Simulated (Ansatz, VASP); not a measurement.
**Two plane-wave programs on ZnS**

```
CELL_PARAMETERS angstrom
3.84556 0.00000 0.00000
-1.92278 3.33035 0.00000
0.00000 0.00000 6.30372
ATOMIC_POSITIONS crystal
Zn 0.28954 0.64706 0.00520
Zn 0.71046 0.35294 0.50520
S 0.36872 0.68251 0.37980
S 0.63128 0.31749 0.87980
```

Change from the starting cell: mode 4 frozen in at -0.131 Å and mode 5 at -0.065 Å (largest displacements).

Alike in both runs: task single point; functional PBE; k mesh 9 × 9 × 4; occupations gaussian, width 0.05 eV; no spin polarisation.

```csv
,VASP,Ansatz
version,VASP 6.6.1,Ansatz 0.2.0
potentials or method,"VASP PAW PBE potentials, release 64 (Zn, S), cutoff 520 eV","scalar-relativistic, plane waves, PAW"
valence electrons in the cell,36,36
```

|  | VASP | Ansatz | Ansatz less VASP |
| --- | --- | --- | --- |
| gap on the k mesh at the Fermi level (eV) | 2.00 | 2.00 | -0.002 |
| least direct gap on the mesh (eV) | 2.00 | 2.00 | -0.002 |
| pressure (GPa) | 0.0 | -0.2 | -0.15 |
| traceless stress, the component that is largest in VASP (GPa) | -0.30 | -0.30 | -0.003 |
| rms of the force components (eV/Å) | 0.086 | 0.087 | +0.0005 |

Atom by atom the forces differ by 0.001 eV/Å (rms over components).
